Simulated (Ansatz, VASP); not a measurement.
**I: VASP beside Ansatz**

```
I
1.0
    -1.61746    1.61746    4.26481
     1.61746   -1.61746    4.26481
     1.61746    1.61746   -4.26481
I
1
Cartesian
  0.0000 0.0000 0.0000
```

Alike in both runs: functional revPBE; k mesh 11 × 11 × 11; occupations methfessel-paxton of order 1, width 0.1 eV; non-collinear spin, spin-orbit coupling.

```csv
,VASP,Ansatz
version,VASP 6.6.1,Ansatz 0.2.0
potentials or method,"VASP PAW PBE potentials, release 64 (I)",PseudoDojo standard (PBE files)
plane-wave cutoff (eV),520,952
valence electrons in the cell,7,7
task,single point,electrostatic potential
```

```csv
,VASP,Ansatz,Ansatz less VASP
pressure (GPa),1.3,1.3,-0.04
"traceless stress, the component that is largest in VASP (GPa)",-0.46,-0.43,+0.028
net moment per atom (μB),0.00,0.00,0.000
```

VASP's potentials were made for PBE, not for revPBE. With one functional, cell and mesh, what is left measures potentials, basis and numerics.

Noted on Ansatz's run: the potentials were made for another functional, which shifts forces and pressure.
